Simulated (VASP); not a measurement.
The system is Sr2Li3Mo.

```xyz
6
Lattice="4.5313 0.0000 0.0000 -2.2656 3.9242 0.0000 0.0000 0.0000 7.6897" Properties=species:S:1:pos:R:3 pbc="T T T"
Li    0.0000    0.0000    1.7762
Li    0.0000    0.0000    5.9135
Li    0.0000    0.0000    3.8449
Sr    0.0000    2.6161    0.0000
Sr    2.2656    1.3081    0.0000
Mo    0.0000    0.0000    0.0000
```

The cell was generated, and may not be a known phase.

* Program: VASP 6.6.1
* Task: relaxation of cell and atoms
* Functional: PBE
* Potentials or basis: VASP PAW PBE potentials, release 64 (Li_sv, Sr_sv, Mo_sv)
* Cutoff: 600 eV
* k mesh: 6 × 6 × 2
* Occupations: gaussian, width 0.1 eV
* Spin: no spin polarisation

At the start: pressure 29.8 GPa; volume 22.79 Å³/atom.

Question: How do energy, volume and symmetry change on relaxing?

Answer: Over 9 steps the energy falls by 1345.4 meV/atom and the volume is 44.04 Å³/atom (+93.3 %); space group P6/mmm (No. 191, to 0.1 Å) before and after.

Step by step:
| step | energy change (eV) | largest force (eV/Å) | pressure (GPa) | volume (Å³) |
| --- | --- | --- | --- | --- |
| 1 | 0.0000 | 5.0769 | 29.81 | 136.74 |
| 2 | -7.1900 | 1.0184 | 1.27 | 238.94 |
| 3 | -7.7311 | 0.9931 | 0.51 | 243.77 |
| 4 | -7.8734 | 0.7730 | 0.55 | 249.35 |
| 5 | -8.0576 | 0.2369 | -0.23 | 266.26 |
| 6 | -8.0593 | 0.2152 | -0.25 | 267.44 |
| 7 | -8.0599 | 0.1890 | -0.27 | 269.30 |
| 8 | -8.0718 | 0.0499 | -0.05 | 265.01 |
| 9 | -8.0722 | 0.0248 | 0.01 | 264.27 |

Final structure:
```
Li Sr Mo
1.0
     5.47981    0.00000    0.00000
    -2.73990    4.74565    0.00000
     0.00000    0.00000   10.16203
Li Sr Mo
3 2 1
Direct
  0.00000 0.00000 0.23947
  0.00000 0.00000 0.76053
  0.00000 0.00000 0.50000
  0.33333 0.66667 0.00000
  0.66667 0.33333 0.00000
  0.00000 0.00000 0.00000
```

Caveat: the k points lie up to 0.31 Å⁻¹ apart in the final cell, too coarse for converged energies and pressures of a metal; the cutoff is under 1.25 times the usual one of these potentials, so pressure, stress and relaxed cells hold a basis-set (Pulay) error; the volume moved by over 15 % at a fixed basis, so the end points are rough.
